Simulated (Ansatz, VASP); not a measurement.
**Two plane-wave programs on CoBi**

```
Co Bi
1.0
     0.00000    2.70033    2.70033
     2.70033    0.00000    2.70033
     2.70033    2.70033    0.00000
Co Bi
1 1
Direct
  0.98519 0.01481 0.01481
  0.50000 0.50000 0.50000
```

Alike in both runs: task electric field gradients; functional PBE; k mesh 13 × 13 × 13; occupations fermi-dirac, width 0.05 eV; collinear spin.

```csv
,VASP,Ansatz
version,VASP 6.6.1,Ansatz 0.2.0
potentials or method,"VASP PAW PBE potentials, release 64 (Co, Bi_d)","PAW with Ansatz's default frozen-core files, scalar-relativistic"
plane-wave cutoff (eV),520,420
valence electrons in the cell,24,32
```

|  | VASP | Ansatz | Ansatz less VASP |
| --- | --- | --- | --- |
| pressure (GPa) | 0.2 | 0.2 | +0.06 |
| traceless stress, the component that is largest in VASP (GPa) | 0.62 | 0.61 | -0.002 |
| rms of the force components (eV/Å) | 0.145 | 0.144 | -0.0007 |
| net moment per atom (μB) | 0.26 | 0.26 | +0.003 |
| size of the moment on the site where the two differ most (μB) | 0.03 | 0.02 | -0.016 |
| size of Vzz on the site where it differs most (V/Å²) | 0.8 | 0.1 | -0.65 |

Site moments also hang on the region over which each program counts them. Atom by atom the forces differ by 0.001 eV/Å (rms over components). VASP's potentials hold 24 valence electrons a cell and Ansatz's 32, so a difference there can come from the potentials and not from the codes.

Neither program's run includes spin-orbit coupling.
